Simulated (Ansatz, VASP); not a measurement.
# RbCd2Br4: VASP beside Ansatz

```
Rb Cd Br
1.0
     7.69471    0.00000   -0.04431
     0.00000    4.34904    0.00000
    -2.29116    0.00000    8.26215
Rb Cd Br
1 2 4
Direct
  0.50000 0.00000 0.50000
  0.00000 0.00000 0.00000
  0.50000 0.50000 0.00000
  0.73260 0.50000 0.80119
  0.29203 0.00000 0.81555
  0.26740 0.50000 0.19881
  0.70797 0.00000 0.18445
```

Change from the starting cell: species swapped into the CaDy2Te4 type (P2/m, No. 10).

Alike in both runs: functional PBE; k mesh 4 × 8 × 4; occupations gaussian, width 0.1 eV; no spin polarisation.

Ansatz relaxed the structure, and its values are those at the end. VASP's run is a single point on that final structure, the one shown.

```csv
,VASP,Ansatz
version,VASP 6.6.1,Ansatz 0.2.0
potentials or method,"VASP PAW PBE potentials, release 64 (Rb_sv, Cd, Br), cutoff 520 eV","scalar-relativistic, plane waves, PAW"
valence electrons in the cell,61,77
```

```tsv
	VASP	Ansatz	Ansatz less VASP
gap on the k mesh at the Fermi level (eV)	none	none	-
pressure (GPa)	0.1	0.0	-0.08
rms of the force components (eV/Å)	0.007	0.002	-0.0047
```

A gap of «none» marks a metal or a gap that the smearing closes. The functional is the same, so the differences come from potentials, cutoffs and numerics. VASP's potentials hold 61 valence electrons a cell and Ansatz's 77, so a difference there can come from the potentials and not from the codes.
